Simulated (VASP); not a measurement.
# NaCl (Fm-3m) in VASP: a series of runs

Runs on NaCl. Level: PBE. Tasks: single point, vibrations by perturbation theory, elastic constants.

Program: VASP 6.6.1. These are calculated values, not measurements. Logs are shortened: lines on timing, memory, paths and dates and some standing lists are left out, and cuts for length are marked.

## Step 1: The cell of the first run

Symmetry: Fm-3m, No. 225, cubic system. The conventional cell has a = 5.696 Å, b = 5.696 Å, c = 5.696 Å, α = 90.00°, β = 90.00°, γ = 90.00°. Within 3.8 Å of Na (site symmetry m-3m) lie 6 Cl at 2.85 Å. Cl (site symmetry m-3m) has 6 Na at 2.85 Å within 3.8 Å.

## Step 2: Single point, PBE

POSCAR

```
NaCl
1.0
    0.0000000000      2.8480437666      2.8480437666
    2.8480437666      0.0000000000      2.8480437666
    2.8480437666      2.8480437666      0.0000000000
Na Cl
1 1
Direct
    0.0000000000      0.0000000000      0.0000000000
    0.5000000000      0.5000000000      0.5000000000
```

INCAR.step1

```
SYSTEM = NaCl
PREC = Accurate
ENCUT = 520
EDIFF = 1E-6
ISMEAR = 0
SIGMA = 0.02
LREAL = .False.
LASPH = .True.
NELM = 60
ALGO = Normal
ISIF = 2
LWAVE = .False.
LCHARG = .True.
GGA = PE
NBANDS = 14
```

KPOINTS.step1

```
regular mesh
0
Gamma
  8 8 8
  0 0 0
```

INCAR.step2

```
SYSTEM = NaCl
PREC = Accurate
ENCUT = 520
EDIFF = 1E-6
ISMEAR = -5
SIGMA = 0.02
LREAL = .False.
LASPH = .True.
NELM = 60
ALGO = Normal
ISIF = 2
LWAVE = .False.
LCHARG = .False.
GGA = PE
LORBIT = 11
NEDOS = 1001
ICHARG = 11
```

KPOINTS.step2

```
regular mesh
0
Gamma
  12 12 12
  0 0 0
```

Potentials or basis: VASP PAW PBE potentials, release 64 (Na_pv, Cl).

The run is started by

```console
$ cat potpaw_PBE.64/Na_pv/POTCAR potpaw_PBE.64/Cl/POTCAR > POTCAR
$ cp INCAR.step1 INCAR
$ cp KPOINTS.step1 KPOINTS
$ mpirun -np 1 vasp_std > vasp.out
$ cp INCAR.step2 INCAR
$ cp KPOINTS.step2 KPOINTS
$ mpirun -np 1 vasp_std > vasp.out
```

OUTCAR:

```text
SYSTEM = NaCl
   PREC = Accurate
   ENCUT = 520
   EDIFF = 1E-6
   ISMEAR = -5
   LREAL = .False.
   LASPH = .True.
   NELM = 60
   ISIF = 2
   GGA = PE
   LORBIT = 11
   ICHARG = 11

 ion  position               nearest neighbor table
   1  0.000  0.000  0.000-
   2  0.500  0.500  0.500-

  LATTYP: Found a face centered cubic cell.
 ALAT       =     5.6960875332

  Lattice vectors:

 A1 = (   0.0000000000,   2.8480437666,   2.8480437666)
 A2 = (   2.8480437666,   0.0000000000,   2.8480437666)
 A3 = (   2.8480437666,   2.8480437666,   0.0000000000)

Analysis of symmetry for initial positions (statically):
=====================================================================
 Subroutine PRICEL returns:
 Original cell was already a primitive cell.

 Routine SETGRP: Setting up the symmetry group for a
 face centered cubic supercell.

 Subroutine GETGRP returns: Found 48 space group operations
 (whereof 48 operations were pure point group operations)
 out of a pool of 48 trial point group operations.

The static configuration has the point symmetry O_h .

Analysis of symmetry for dynamics (positions and initial velocities):
=====================================================================
 Subroutine PRICEL returns:
 Original cell was already a primitive cell.

 Routine SETGRP: Setting up the symmetry group for a
 face centered cubic supercell.

 Subroutine GETGRP returns: Found 48 space group operations
 (whereof 48 operations were pure point group operations)
 out of a pool of 48 trial point group operations.

The dynamic configuration has the point symmetry O_h .

 Subroutine INISYM returns: Found 48 space group operations
 (whereof 48 operations are pure point group operations),
 and found     1 'primitive' translations

----------------------------------------------------------------------------------------

                                     Primitive cell

  volume of cell :      46.2030

  direct lattice vectors                    reciprocal lattice vectors
     0.000000000  2.848043767  2.848043767    -0.175559100  0.175559100  0.175559100
     2.848043767  0.000000000  2.848043767     0.175559100 -0.175559100  0.175559100
     2.848043767  2.848043767  0.000000000     0.175559100  0.175559100 -0.175559100

  length of vectors
     4.027742121  4.027742121  4.027742121     0.304077281  0.304077281  0.304077281

  position of ions in fractional coordinates (direct lattice)
     0.000000000  0.000000000  0.000000000
     0.500000000  0.500000000  0.500000000

  ion indices of the primitive-cell ions
   primitive index   ion index
                 1           1
                 2           2

----------------------------------------------------------------------------------------

 KPOINTS: regular mesh

Automatic generation of k-mesh.
 Grid dimensions read from file:
 generate k-points for:   12   12   12

 Generating k-lattice:

  Cartesian coordinates                     Fractional coordinates (reciprocal lattice)
    -0.014629925  0.014629925  0.014629925     0.083333333  0.000000000  0.000000000
     0.014629925 -0.014629925  0.014629925     0.000000000  0.083333333  0.000000000
     0.014629925  0.014629925 -0.014629925     0.000000000  0.000000000  0.083333333

  Length of vectors
     0.025339773  0.025339773  0.025339773

  Shift w.r.t. Gamma in fractional coordinates (k-lattice)
     0.000000000  0.000000000  0.000000000

 TETIRR: Found    247 inequivalent tetrahedra from    10368

 Subroutine IBZKPT returns following result:
 ===========================================

 Found     72 irreducible k-points:

 Following reciprocal coordinates:
            Coordinates               Weight
  0.000000  0.000000  0.000000      1.000000
  0.083333  0.000000  0.000000      8.000000
  0.166667  0.000000  0.000000      8.000000
  0.250000  0.000000  0.000000      8.000000
  0.333333  0.000000  0.000000      8.000000
  0.416667  0.000000  0.000000      8.000000
[... 16 lines left out ...]
  0.500000  0.166667  0.000000     24.000000
 -0.416667  0.166667  0.000000     24.000000
 [... further k-points ...]
   k-points           NKPTS =     72   k-points in BZ     NKDIM =     72   number of bands    NBANDS=     11
   number of dos      NEDOS =   1001   number of ions     NIONS =      2
   total plane-waves  NPLWV =  27000
   dimension x,y,z NGX =    30 NGY =   30 NGZ =   30
   dimension x,y,z NGXF=    60 NGYF=   60 NGZF=   60
   ions per type =               1   1
   NGX,Y,Z   is equivalent  to a cutoff of  12.38, 12.38, 12.38 a.u.
   NGXF,Y,Z  is equivalent  to a cutoff of  24.77, 24.77, 24.77 a.u.
 SYSTEM =  NaCl
   PREC   = accura    normal or accurate (medium, high low for compatibility)
   ISTART =      0    job   : 0-new  1-cont  2-samecut
   ICHARG =     11    charge: 1-file 2-atom 10-const
   ISPIN  =      1    spin polarized calculation?
   LNONCOLLINEAR =      F non collinear calculations
   LSORBIT =      F    spin-orbit coupling
   LASPH  =      T    aspherical Exc in radial PAW
   ENCUT  =  520.0 eV  38.22 Ry    6.18 a.u.   7.49  7.49  7.49*2*pi/ulx,y,z
   NELM   =     60;   NELMIN=  2; NELMDL=  0     # of ELM steps
   EDIFF  = 0.1E-05   stopping-criterion for ELM
   LREAL  =      F    real-space projection
   EDIFFG = 0.1E-04   stopping-criterion for IOM
   NSW    =      0    number of steps for IOM
   IBRION =     -1    ionic relax: 0-MD 1-quasi-New 2-CG
   NFREE  =      0    steps in history (QN), initial steepest desc. (CG)
   ISIF   =      2    stress and relaxation
   ISYM   =      2    0-nonsym 1-usesym 2-fastsym
   POTIM  = 0.5000    time-step for ionic-motion
   TEBEG  =    0.0;   TEEND  =   0.0 temperature during run
   PSTRESS=    0.0 pullay stress
   NELECT =      14.0000    total number of electrons
   NUPDOWN=      -1.0000    fix difference up-down
   EMIN   =  10.00;   EMAX   =-10.00  energy-range for DOS
   EFERMI =   0.00;   METHOD = LEGACY
   ISMEAR =    -5;   SIGMA  =   0.02  broadening in eV -4-tet -1-fermi 0-gaus
   EFERMI_NEDOS =   21; number of points for ismear=-14 and -15
   IALGO  =     38    algorithm
   IMIX   =      4    mixing-type and parameters
     AMIX     =   0.40;   BMIX     =  1.00
     AMIX_MAG =   1.60;   BMIX_MAG =  1.00
  volume/ion in A,a.u.               =      23.10       155.90
  Fermi-wavevector in a.u.,A,eV,Ry     =   1.099582  2.077908 16.450532  1.209080
  Thomas-Fermi vector in A             =   2.235979
   LORBIT       =     11    0 simple, 1 ext, 2 COOP (PROOUT), +10 PAW based schemes
   GGA     = PE    functional components
   LHFCALC =     F    Hartree Fock is set to
   AEXX    =    0.0000 exact exchange contribution
   IVDW    =     0    specifies the selected vdW correction
   LEPSILON=     F    determine dielectric tensor
   LRPA    =     F    only Hartree local field effects (RPA)
 non-spin polarized calculation
 Fermi weights with tetrahedron method with Bloechl corrections
  energy-cutoff  :      520.00
  volume of cell :       46.20
 maximum number of plane-waves:      1267
 NGX is ok and might be reduce to    30

 number of electron      13.9999992 magnetization

 Free energy of the ion-electron system (eV)
  ---------------------------------------------------
  ext. energy  EPLUGINS =         0.00000000
  ---------------------------------------------------
  free energy    TOTEN  =        -6.77790325 eV

  energy without entropy =       -6.77790325  energy(sigma->0) =       -6.77790325

 E-fermi :  -0.8908     XC(G=0):  -8.0400

 val. band max:       -0.8994793924   @ k =   0.0000   0.0000   0.0000
 cond. band min:       4.0955815917   @ k =   0.0000   0.0000   0.0000
 fundamental gap:      4.9950609840
 Fermi energy:        -0.8908197544

 k-point     1 :       0.0000    0.0000    0.0000
  band No.  band energies     occupation
      1     -21.7768      2.00000
      2     -21.7768      2.00000
      3     -21.7768      2.00000
      4     -13.4933      2.00000
      5      -0.8995      2.00000
      6      -0.8995      2.00000
      7      -0.8995      2.00000
      8       4.0956      0.00000
      9      10.1887      0.00000
     10      10.1887      0.00000
     11      10.1887      0.00000

 k-point     2 :       0.0833    0.0000    0.0000
  band No.  band energies     occupation
      1     -21.7785      2.00000
      2     -21.7769      2.00000
      3     -21.7769      2.00000
      4     -13.4737      2.00000
      5      -1.0668      2.00000
      6      -0.9170      2.00000
      7      -0.9170      2.00000
      8       4.3237      0.00000
      9       9.9026      0.00000
     10      10.2800      0.00000
     11      10.2800      0.00000

 k-point     3 :       0.1667    0.0000    0.0000
  band No.  band energies     occupation
      1     -21.7832      2.00000
      2     -21.7773      2.00000
      3     -21.7773      2.00000
      4     -13.4194      2.00000
      5      -1.4725      2.00000
      6      -0.9642      2.00000
      7      -0.9642      2.00000
      8       4.8911      0.00000
      9       9.3885      0.00000
     10      10.4554      0.00000
     11      10.4554      0.00000
[... 267 lines left out ...]
 k-point    23 :       0.5000    0.1667    0.0000
  band No.  band energies     occupation
      1     -21.7985      2.00000
      2     -21.7817      2.00000
      3     -21.7800      2.00000
      4     -13.1745      2.00000
      5      -2.5467      2.00000
      6      -1.4312      2.00000
      7      -1.2316      2.00000
      8       6.9122      0.00000
      9       8.7830      0.00000
     10       9.3970      0.00000
     11      10.5594      0.00000

 k-point    24 :      -0.4167    0.1667    0.0000
  band No.  band energies     occupation
      1     -21.7988      2.00000
      2     -21.7824      2.00000
      3     -21.7795      2.00000
      4     -13.1682      2.00000
      5      -2.5641      2.00000
      6      -1.4857      2.00000
      7      -1.2037      2.00000
      8       6.9735      0.00000
      9       8.8559      0.00000
     10       9.4407      0.00000
     11      10.4704      0.00000

 [... further k-points ...]
[... 5 lines left out ...]
  --------------------------------------------------------------------------------------
  -------------------------------------------------------------------------------------
  Total       -0.0116346     -0.0116346     -0.0116346      0.0000000     -0.0000000      0.0000000
  in kB       -0.4034507     -0.4034507     -0.4034507      0.0000000     -0.0000000      0.0000000
  external PRESSURE =      -0.4034507 kB  Pullay stress =       0.0000000 kB

 VOLUME and BASIS-vectors are now :
 -----------------------------------------------------------------------------
  energy-cutoff  :      520.00
  volume of cell :       46.20
      direct lattice vectors                 reciprocal lattice vectors
     0.000000000  2.848043767  2.848043767    -0.175559100  0.175559100  0.175559100
     2.848043767  0.000000000  2.848043767     0.175559100 -0.175559100  0.175559100
     2.848043767  2.848043767  0.000000000     0.175559100  0.175559100 -0.175559100

 POSITION                                       TOTAL-FORCE (eV/Angst)
 -----------------------------------------------------------------------------------
      0.00000      0.00000      0.00000         0.000000     -0.000000      0.000000
      2.84804      2.84804      2.84804        -0.000000      0.000000     -0.000000
 -----------------------------------------------------------------------------------
    total drift:                               -0.000000      0.000000      0.000000

  FREE ENERGIE OF THE ION-ELECTRON SYSTEM (eV)
  ---------------------------------------------------
  free  energy   TOTEN  =        -6.7779032482 eV

  energy  without entropy=       -6.7779032482  energy(sigma->0) =       -6.77790325

 total charge

# of ion       s       p       d       tot
------------------------------------------
    1        0.040   5.976   0.000   6.016
    2        1.588   3.579   0.000   5.167
--------------------------------------------------
tot          1.628   9.556   0.000  11.184
```

It took 19 s on 1 thread of Intel Xeon 6975P-C (Granite Rapids), shared host; peak memory 0.17 GiB.

What came out:

```yaml
Valence_electrons_inside_the_program's_atomic_spheres: Na 6.02; Cl 5.17
```

Levels at points of the mesh, in eV from the valence-band top:
```csv
k point,band 5,band 6,band 7,band 8,band 9,band 10
"(0.00, 0.00, 0.00)",0.00,0.00,0.00,5.00,11.09,11.09
"(0.50, 0.00, 0.00)",-1.84,-0.25,-0.25,7.22,10.38,10.90
"(0.50, 0.50, 0.00)",-1.58,-0.57,-0.57,7.45,8.10,11.11
```

## Step 3: Vibrations by perturbation theory, PBE

INCAR

```
SYSTEM = NaCl
PREC = Accurate ; ENCUT = 520
EDIFF = 1E-8 ; ISMEAR = 0
SIGMA = 0.01 ; LREAL = .FALSE.
LASPH = .TRUE. ; NELM = 100
ALGO = Normal ; ISIF = 2
LWAVE = .FALSE. ; LCHARG = .FALSE.
GGA = PE ; NBANDS = 14
IBRION = 8 ; NSW = 1
LEPSILON = .TRUE.
```

KPOINTS

```
Automatic mesh
0
G
  8 8 8
  0 0 0
```

POSCAR is that of step 2.

Potentials or basis: VASP PAW PBE potentials, release 64 (Na_pv, Cl).

The run is started by

```console
$ cat potpaw_PBE.64/Na_pv/POTCAR potpaw_PBE.64/Cl/POTCAR > POTCAR
$ mpirun -np 1 vasp_std > vasp.out
```

OUTCAR:

```text
SYSTEM = NaCl
   PREC = Accurate
   ENCUT = 520
   EDIFF = 1E-8
   ISMEAR = 0
   LREAL = .FALSE.
   LASPH = .TRUE.
   NELM = 100
   ISIF = 2
   GGA = PE
   IBRION = 8
   NSW = 1
   LEPSILON = .TRUE.

 ion  position               nearest neighbor table
   1  0.000  0.000  0.000-
   2  0.500  0.500  0.500-

  LATTYP: Found a face centered cubic cell.
 ALAT       =     5.6960875332
[... 736 lines left out ...]
      0.000000  0.000000  0.000000    -0.000000    0.000000    0.773646
      2.848044  2.848044  2.848044    -0.000000   -0.000000   -0.633618
[... 21 lines left out ...]
   6 f/i=    0.037225 THz     0.233889 2PiTHz    1.241677 cm-1     0.153948 meV
             X         Y         Z           dx          dy          dz
      0.000000  0.000000  0.000000    -0.603146    0.183636   -0.062962
      2.848044  2.848044  2.848044    -0.736440    0.224219   -0.076877

--------------------------------------------------------------------------------------------------------

 MACROSCOPIC STATIC DIELECTRIC TENSOR IONIC CONTRIBUTION
 ------------------------------------------------------
           4.118834    -0.000000    -0.000000
          -0.000000     4.118834    -0.000000
          -0.000000     0.000000     4.118834
 ------------------------------------------------------

 ELASTIC MODULI CONTR FROM IONIC RELAXATION (kBar)
 Direction    XX          YY          ZZ          XY          YZ          ZX
 --------------------------------------------------------------------------------
 XX           0.0000      0.0000      0.0000      0.0000      0.0000      0.0000
 YY           0.0000      0.0000      0.0000      0.0000      0.0000      0.0000
 ZZ           0.0000      0.0000      0.0000      0.0000      0.0000      0.0000
 XY           0.0000      0.0000      0.0000      0.0000      0.0000      0.0000
 YZ           0.0000      0.0000      0.0000      0.0000      0.0000      0.0000
 ZX           0.0000      0.0000      0.0000      0.0000      0.0000      0.0000
 --------------------------------------------------------------------------------

 PIEZOELECTRIC TENSOR IONIC CONTR  for field in x, y, z        (C/m^2)
          XX          YY          ZZ          XY          YZ          ZX
  --------------------------------------------------------------------------------
  x     0.00000     0.00000     0.00000     0.00000     0.00000     0.00000
  y     0.00000     0.00000     0.00000     0.00000     0.00000     0.00000
  z     0.00000     0.00000     0.00000     0.00000     0.00000     0.00000
```

Wall time 3.2 min (1 thread of Intel Xeon 6975P-C (Granite Rapids), shared host); peak memory 0.24 GiB.

What came out:

```
Electronic dielectric tensor (diagonal)                 : 2.48
Born charges (mean of the diagonal)                     : Na +1.10; Cl -1.10 e
Highest phonon frequency at Γ, LO-TO splitting left out : 150 cm⁻¹
```

Phonon frequencies in cm⁻¹ (negative: imaginary):
```
              q point           frequencies
(0.000, 0.000, 0.000)  -1 -1 -1 150 150 150
```

Electronic dielectric tensor:
```
2.48 0.00 0.00
0.00 2.48 0.00
0.00 0.00 2.48
```

Born effective charge tensors (e):
atom 1, Na
```
1.10 0.00 0.00
0.00 1.10 0.00
0.00 0.00 1.10
```
atom 2, Cl
```
-1.10  0.00  0.00
 0.00 -1.10  0.00
 0.00  0.00 -1.10
```

## Step 4: Elastic constants, PBE

INCAR

```
SYSTEM = NaCl
ALGO     = Normal         ! electronic algorithm
EDIFF    = 1E-8           ! SCF threshold, eV
ENCUT    = 600            ! plane-wave cutoff, eV
GGA      = PE             ! functional
IBRION   = 6              ! ionic algorithm
ISIF     = 3              ! what is computed and relaxed
ISMEAR   = 0              ! smearing method
LASPH    = .TRUE.         ! aspherical terms in the spheres
LCHARG   = .FALSE.        ! write CHGCAR
LREAL    = .FALSE.        ! projectors in reciprocal space
LWAVE    = .FALSE.        ! write WAVECAR
NBANDS   = 14             ! bands
NELM     = 100            ! most SCF steps
NFREE    = 2            
NSW      = 1              ! ionic steps
POTIM    = 0.015          ! step
PREC     = Accurate       ! precision mode
SIGMA    = 0.01           ! smearing width, eV
```

KPOINTS

```
k-points
0
G
  8 8 8
  0 0 0
```

POSCAR is that of step 3.

The run is started by

```console
$ cat potpaw_PBE.64/Na_pv/POTCAR potpaw_PBE.64/Cl/POTCAR > POTCAR
$ mpirun -np 1 vasp_std > vasp.out
```

It took 4.4 min on 1 thread of Intel Xeon 6975P-C (Granite Rapids), shared host; peak memory 0.3 GiB.

Results (log left out):

```
Elastic constants C11, C12, C44                         : 48, 12, 12 GPa
Voigt bulk modulus                                      : 24 GPa
Highest phonon frequency at Γ, LO-TO splitting left out : 151 cm⁻¹
```

Phonon frequencies in cm⁻¹ (negative: imaginary):
```tsv
q point	frequencies
(0.000, 0.000, 0.000)	0 0 0 151 151 151
```

Elastic tensor in Voigt notation (GPa, in the Cartesian axes of the cell as first typed):
```
48 12 12  0  0  0
12 48 12  0  0  0
12 12 48  0  0  0
 0  0  0 12  0  0
 0  0  0  0 12  0
 0  0  0  0  0 12
```

Clamped-ion elastic tensor (GPa):
```
48 12 12  0  0  0
12 48 12  0  0  0
12 12 48  0  0  0
 0  0  0 12  0  0
 0  0  0  0 12  0
 0  0  0  0  0 12
```
